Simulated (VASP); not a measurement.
# KTaO3 in VASP: further runs, part 2 of 2

VASP 6.6.1. Earlier steps stand in the parts before.

### 3 Single point, PBE (volume 11.997 Å^3 an atom, c/a of the conventional cell 0.9415)

File INCAR:

```
ALGO = Normal
EDIFF = 1E-6
ENCUT = 520
GGA = PE
ISIF = 2
ISMEAR = 0
LASPH = T
LCHARG = F
LREAL = F
LWAVE = F
NBANDS = 27
NELM = 100
PREC = Accurate
SIGMA = 0.05
```

File KPOINTS:

```
k-points
0
Gamma
  8 8 8
```

File POSCAR:

```
KTaO3
1.0
    3.9939943510      0.0000000000      0.0000000000
    0.0000000000      3.9939943510      0.0000000000
    0.0000000000      0.0000000000      3.7603456815
K Ta O
1 1 3
Direct
    0.5000000000      0.5000000000      0.5000000000
    0.0000000000      0.0000000000      0.0000000000
    0.5000000000      0.0000000000      0.0000000000
    0.0000000000      0.5000000000      0.0000000000
    0.0000000000      0.0000000000      0.5000000000
```

Potentials or basis: VASP PAW PBE potentials, release 64 (K_sv, Ta_pv, O).

Run with:

```bash
> cat potpaw_PBE.64/K_sv/POTCAR potpaw_PBE.64/Ta_pv/POTCAR potpaw_PBE.64/O/POTCAR > POTCAR
> mpirun -np 1 vasp_std > vasp.out
```

OUTCAR:

```text
EDIFF = 1E-6
   ENCUT = 520
   GGA = PE
   ISIF = 2
   ISMEAR = 0
   LASPH = T
   LREAL = F
   NELM = 100
   PREC = Accurate

 ion  position               nearest neighbor table
   1  0.500  0.500  0.500-   3 2.74   4 2.74   3 2.74   4 2.74   3 2.74   3 2.74   4 2.74   4 2.74
                             5 2.82   5 2.82   5 2.82   5 2.82   2 3.39   2 3.39   2 3.39   2 3.39
   2  0.000  0.000  0.000-   5 1.88   5 1.88   3 2.00   4 2.00   4 2.00   3 2.00   1 3.39   1 3.39
                             1 3.39   1 3.39   1 3.39   1 3.39   1 3.39   1 3.39
   3  0.500  0.000  0.000-   2 2.00   2 2.00   1 2.74   1 2.74   1 2.74   1 2.74
   4  0.000  0.500  0.000-   2 2.00   2 2.00   1 2.74   1 2.74   1 2.74   1 2.74
   5  0.000  0.000  0.500-   2 1.88   2 1.88   1 2.82   1 2.82   1 2.82   1 2.82

  LATTYP: Found a simple tetragonal cell.
 ALAT       =     3.9939943510
 C/A-ratio  =     0.9415000000

  Lattice vectors:

 A1 = (   3.9939943510,   0.0000000000,   0.0000000000)
 A2 = (   0.0000000000,   3.9939943510,   0.0000000000)
 A3 = (   0.0000000000,   0.0000000000,   3.7603456815)

Analysis of symmetry for initial positions (statically):
=====================================================================
 Subroutine PRICEL returns:
 Original cell was already a primitive cell.

 Routine SETGRP: Setting up the symmetry group for a
 simple tetragonal supercell.

 Subroutine GETGRP returns: Found 16 space group operations
 (whereof 16 operations were pure point group operations)
 out of a pool of 16 trial point group operations.

The static configuration has the point symmetry D_4h.

Analysis of symmetry for dynamics (positions and initial velocities):
=====================================================================
 Subroutine PRICEL returns:
 Original cell was already a primitive cell.

 Routine SETGRP: Setting up the symmetry group for a
 simple tetragonal supercell.

 Subroutine GETGRP returns: Found 16 space group operations
 (whereof 16 operations were pure point group operations)
 out of a pool of 16 trial point group operations.

The dynamic configuration has the point symmetry D_4h.

 Subroutine INISYM returns: Found 16 space group operations
 (whereof 16 operations are pure point group operations),
 and found     1 'primitive' translations

----------------------------------------------------------------------------------------

                                     Primitive cell

  volume of cell :      59.9850

  direct lattice vectors                    reciprocal lattice vectors
     3.993994351  0.000000000  0.000000000     0.250375917  0.000000000  0.000000000
     0.000000000  3.993994351  0.000000000     0.000000000  0.250375917  0.000000000
     0.000000000  0.000000000  3.760345682     0.000000000  0.000000000  0.265932998

  length of vectors
     3.993994351  3.993994351  3.760345682     0.250375917  0.250375917  0.265932998

  position of ions in fractional coordinates (direct lattice)
     0.500000000  0.500000000  0.500000000
     0.000000000  0.000000000  0.000000000
     0.500000000  0.000000000  0.000000000
     0.000000000  0.500000000  0.000000000
     0.000000000  0.000000000  0.500000000

  ion indices of the primitive-cell ions
   primitive index   ion index
                 1           1
                 2           2
                 3           3
                 4           4
                 5           5
[... 24 lines left out ...]

 Found     75 irreducible k-points:

 Following reciprocal coordinates:
            Coordinates               Weight
  0.000000  0.000000  0.000000      1.000000
  0.125000  0.000000  0.000000      4.000000
  0.250000  0.000000  0.000000      4.000000
  0.375000  0.000000  0.000000      4.000000
  0.500000  0.000000  0.000000      2.000000
  0.125000  0.125000  0.000000      4.000000
[... 16 lines left out ...]
  0.375000  0.125000  0.125000     16.000000
  0.500000  0.125000  0.125000      8.000000
 [... further k-points ...]
   k-points           NKPTS =     75   k-points in BZ     NKDIM =     75   number of bands    NBANDS=     27
   number of dos      NEDOS =    301   number of ions     NIONS =      5
   total plane-waves  NPLWV =  25200
   dimension x,y,z NGX =    30 NGY =   30 NGZ =   28
   dimension x,y,z NGXF=    60 NGYF=   60 NGZF=   56
   ions per type =               1   1   3
   NGX,Y,Z   is equivalent  to a cutoff of  12.49, 12.49, 12.38 a.u.
   NGXF,Y,Z  is equivalent  to a cutoff of  24.97, 24.97, 24.76 a.u.
 SYSTEM =  unknown system
   PREC   = accura    normal or accurate (medium, high low for compatibility)
   ISTART =      0    job   : 0-new  1-cont  2-samecut
   ICHARG =      2    charge: 1-file 2-atom 10-const
   ISPIN  =      1    spin polarized calculation?
   LNONCOLLINEAR =      F non collinear calculations
   LSORBIT =      F    spin-orbit coupling
   LASPH  =      T    aspherical Exc in radial PAW
   ENCUT  =  520.0 eV  38.22 Ry    6.18 a.u.   7.43  7.43  6.99*2*pi/ulx,y,z
   NELM   =    100;   NELMIN=  2; NELMDL= -5     # of ELM steps
   EDIFF  = 0.1E-05   stopping-criterion for ELM
   LREAL  =      F    real-space projection
   EDIFFG = 0.1E-04   stopping-criterion for IOM
   NSW    =      0    number of steps for IOM
   IBRION =     -1    ionic relax: 0-MD 1-quasi-New 2-CG
   NFREE  =      0    steps in history (QN), initial steepest desc. (CG)
   ISIF   =      2    stress and relaxation
   ISYM   =      2    0-nonsym 1-usesym 2-fastsym
   POTIM  = 0.5000    time-step for ionic-motion
   TEBEG  =    0.0;   TEEND  =   0.0 temperature during run
   PSTRESS=    0.0 pullay stress
   NELECT =      38.0000    total number of electrons
   NUPDOWN=      -1.0000    fix difference up-down
   EMIN   =  10.00;   EMAX   =-10.00  energy-range for DOS
   EFERMI =   0.00;   METHOD = LEGACY
   ISMEAR =     0;   SIGMA  =   0.05  broadening in eV -4-tet -1-fermi 0-gaus
   EFERMI_NEDOS =   21; number of points for ismear=-14 and -15
   IALGO  =     38    algorithm
   IMIX   =      4    mixing-type and parameters
     AMIX     =   0.40;   BMIX     =  1.00
     AMIX_MAG =   1.60;   BMIX_MAG =  1.00
  volume/ion in A,a.u.               =      12.00        80.96
  Fermi-wavevector in a.u.,A,eV,Ry     =   1.406010  2.656974 26.896877  1.976865
  Thomas-Fermi vector in A             =   2.528414
   LORBIT       =      0    0 simple, 1 ext, 2 COOP (PROOUT), +10 PAW based schemes
   GGA     = PE    functional components
   LHFCALC =     F    Hartree Fock is set to
   AEXX    =    0.0000 exact exchange contribution
   IVDW    =     0    specifies the selected vdW correction
   LEPSILON=     F    determine dielectric tensor
   LRPA    =     F    only Hartree local field effects (RPA)
 non-spin polarized calculation
 Gauss-broadening in eV      SIGMA  =   0.05
  energy-cutoff  :      520.00
  volume of cell :       59.99
 maximum number of plane-waves:      1644
 NGX is ok and might be reduce to    30
   NGX = 15   NGY = 15   NGZ = 13

 number of electron      37.9999977 magnetization

 Free energy of the ion-electron system (eV)
  ---------------------------------------------------
  ext. energy  EPLUGINS =         0.00000000
  ---------------------------------------------------
  free energy    TOTEN  =       -40.52418152 eV

  energy without entropy =      -40.52418152  energy(sigma->0) =      -40.52418152

 E-fermi :   2.4370     XC(G=0): -11.1672

 val. band max:        2.2389516828   @ k =   0.5000   0.5000   0.5000
 cond. band min:       4.4161739296   @ k =   0.0000   0.0000   0.0000
 fundamental gap:      2.1772222467
 Fermi energy:         2.4369600710

 k-point     1 :       0.0000    0.0000    0.0000
  band No.  band energies     occupation
      1     -31.7895      2.00000
      2     -31.6366      2.00000
      3     -31.6366      2.00000
      4     -25.0745      2.00000
      5     -15.8721      2.00000
      6     -14.8762      2.00000
[... 709 lines left out ...]
     26      12.5073      0.00000
     27      13.2250      0.00000

 [... further k-points ...]
[... 5 lines left out ...]
  --------------------------------------------------------------------------------------
  -------------------------------------------------------------------------------------
  Total        4.0903055      4.0903055     15.8795526      0.0000000      0.0000000      0.0000000
  in kB      109.2505594    109.2505594    424.1370200      0.0000000      0.0000000      0.0000000
  external PRESSURE =     214.2127129 kB  Pullay stress =       0.0000000 kB

 VOLUME and BASIS-vectors are now :
 -----------------------------------------------------------------------------
  energy-cutoff  :      520.00
  volume of cell :       59.99
      direct lattice vectors                 reciprocal lattice vectors
     3.993994351  0.000000000  0.000000000     0.250375917  0.000000000  0.000000000
     0.000000000  3.993994351  0.000000000     0.000000000  0.250375917  0.000000000
     0.000000000  0.000000000  3.760345682     0.000000000  0.000000000  0.265932998

 POSITION                                       TOTAL-FORCE (eV/Angst)
 -----------------------------------------------------------------------------------
      1.99700      1.99700      1.88017         0.000000      0.000000      0.000000
      0.00000      0.00000      0.00000         0.000000      0.000000      0.000000
      1.99700      0.00000      0.00000         0.000000      0.000000      0.000000
      0.00000      1.99700      0.00000         0.000000      0.000000      0.000000
      0.00000      0.00000      1.88017         0.000000      0.000000      0.000000
 -----------------------------------------------------------------------------------
    total drift:                                0.000000     -0.000000      0.000000

  FREE ENERGIE OF THE ION-ELECTRON SYSTEM (eV)
  ---------------------------------------------------
  free  energy   TOTEN  =       -40.5241815226 eV

  energy  without entropy=      -40.5241815226  energy(sigma->0) =      -40.52418152
```

stdout:

```text
POSCAR found type information on POSCAR K TaO
 POSCAR found :  3 types and       5 ions
 scaLAPACK will be used
 LDA part: xc-table for (Slater+PW92), standard interpolation
 POSCAR, INCAR and KPOINTS ok, starting setup
 FFT: planning ... GRIDC
 FFT: planning ... GRID_SOFT
 FFT: planning ... GRID
 WAVECAR not read
 entering main loop
```

It took 60 s on 1 thread of AMD EPYC 9R45 (Zen 5), shared host; peak memory 0.22 GiB.

What came out:

| Item | Value |
| --- | --- |
| Free energy | -40.5242 eV |
| Pressure | 21.4 GPa |
| Band gap on the k mesh | 2.18 eV, indirect (least direct gap 2.72 eV) |

Stress tensor (GPa, compression positive):
```
10.93  0.00  0.00
 0.00 10.93  0.00
 0.00  0.00 42.41
```

Caveat: spin-orbit coupling is left out, which moves the levels of the heavy elements. A k mesh can miss the band edges.

### 4 Single point, PBE (volume 11.997 Å^3 an atom, c/a of the conventional cell 1.0621)

File INCAR:

```
SYSTEM = KTaO3
ALGO = Normal
EDIFF = 1E-7
ENCUT = 520
GGA = PE
ISIF = 2
ISMEAR = 0
LASPH = .True.
LCHARG = .True.
LELF = .True.
LREAL = .False.
LVHAR = .True.
LWAVE = .False.
NBANDS = 27
NELM = 60
PREC = Accurate
SIGMA = 0.05
```

File KPOINTS:

```
k-points
0
Gamma
  8 8 8
  0 0 0
```

POSCAR, as its differences from that of step 3:

```diff
@@ -2,5 +2,5 @@
 1.0
-    3.9939943510      0.0000000000      0.0000000000
-    0.0000000000      3.9939943510      0.0000000000
-    0.0000000000      0.0000000000      3.7603456815
+    3.8367109784      0.0000000000      0.0000000000
+    0.0000000000      3.8367109784      0.0000000000
+    0.0000000000      0.0000000000      4.0749707302
 K Ta O
```

Run with:

```bash
> cat potpaw_PBE.64/K_sv/POTCAR potpaw_PBE.64/Ta_pv/POTCAR potpaw_PBE.64/O/POTCAR > POTCAR
> mpirun -np 1 vasp_std > vasp.out
```

It took 74 s on 1 thread of AMD EPYC 9R45 (Zen 5), shared host; peak memory 0.22 GiB.

Results (log left out):

* Free energy: -40.5463 eV
* Pressure: 21.3 GPa
* Band gap on the k mesh: 2.22 eV, indirect (least direct gap 2.76 eV)

Stress tensor (GPa, compression positive):
```
30.38  0.00  0.00
 0.00 30.38  0.00
 0.00  0.00  3.27
```

Levels at points of the mesh, in eV from the valence-band top:
```csv
k point,band 16,band 17,band 18,band 19,band 20,band 21,band 22,band 23
"(0.00, 0.00, 0.00)",-1.08,-0.67,-0.53,-0.53,2.22,2.22,2.31,6.35
"(0.50, 0.00, 0.00)",-2.08,-1.57,-0.89,-0.75,2.44,5.65,5.65,6.86
"(0.50, 0.50, 0.00)",-1.56,-1.12,-1.12,-0.12,5.69,5.69,7.21,7.35
"(0.00, 0.00, 0.50)",-2.10,-1.81,-0.91,-0.91,2.44,4.83,4.83,7.99
"(0.50, 0.00, 0.50)",-1.78,-1.75,-1.53,-0.09,4.89,5.67,6.65,8.90
"(0.50, 0.50, 0.50)",-3.97,-0.09,0.00,0.00,6.83,6.83,7.36,8.86
```

Caveat: spin-orbit coupling is left out, which moves the levels of the heavy elements. A k mesh can miss the band edges.

### 5 The runs side by side

| cell | gap on the mesh (eV) | pressure (GPa) |
| --- | --- | --- |
| a = 4.129 Å, 5 atoms | 1.94 | -11.8 |
| a = 3.994, b = 3.994, c = 3.760 Å, 5 atoms | 2.18 | 21.4 |
| a = 3.837, b = 3.837, c = 4.075 Å, 5 atoms | 2.22 | 21.3 |

Alike in all rows: task single point; level PBE; potentials or basis VASP PAW PBE potentials, release 64 (K_sv, Ta_pv, O); no spin polarisation; k mesh 8 × 8 × 8; cutoff (eV) 520; smearing gaussian 0.05 eV.

Caveats: spin-orbit coupling is left out, which moves the levels of the heavy elements.

Absolute energies hang on the potentials; compare differences alone.
